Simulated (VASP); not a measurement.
Wanted: the native input for a VASP 6.6.1 run.

| Property | Result |
| --- | --- |
| Task | single point |
| Functional | PBEsol |
| Potentials or basis | VASP PAW PBE potentials, release 64 (Ir_sv_GW) |
| Cutoff | 500 eV |
| k mesh | 20 × 20 × 20 |
| Occupations | fermi-dirac, width 0.15 eV |
| Spin | no spin polarisation |
| Dipole correction | no |
| Second run | valence_matched |
| Further INCAR settings | ALGO = Normal; EDIFF = 1e-06; NBANDS = 14 |

The structure of Ir lies in POSCAR:

```
Ir
1.0
    0.0000000000      1.9161321445      1.9161321445
    1.9161321445      0.0000000000      1.9161321445
    1.9161321445      1.9161321445      0.0000000000
Ir
1
Direct
    0.0000000000      0.0000000000      0.0000000000
```

These files were run (other wordings do the same):

INCAR

```
  PREC = Accurate
  ENCUT = 500
  EDIFF = 1E-6
  ISMEAR = -1
  SIGMA = 0.15
  LREAL = F
  LASPH = T
  NELM = 120
  ALGO = Normal
  ISIF = 2
  LWAVE = F
  LCHARG = F
  GGA = PS
  NBANDS = 14
  GGA_COMPAT = F
```

KPOINTS

```
regular mesh
0
Gamma
  20 20 20
```

Potentials or basis: VASP PAW PBE potentials, release 64 (Ir_sv_GW).

The run is started by

```bash
$ cat potpaw_PBE.64/Ir_sv_GW/POTCAR > POTCAR
$ mpirun -np 1 vasp_std > vasp.out
```

Results of the run:

| Property | Result |
| --- | --- |
| Pressure | -3.3 GPa |

Caveat: the PAW data sets were made with another functional, which shifts forces and pressure a little.

Run time: 48 s on 1 thread of Intel(R) Xeon(R) Platinum 8259CL CPU @ 2.50GHz (Skylake/Cascade Lake), with other jobs on the host, peak memory 0.17 GiB.
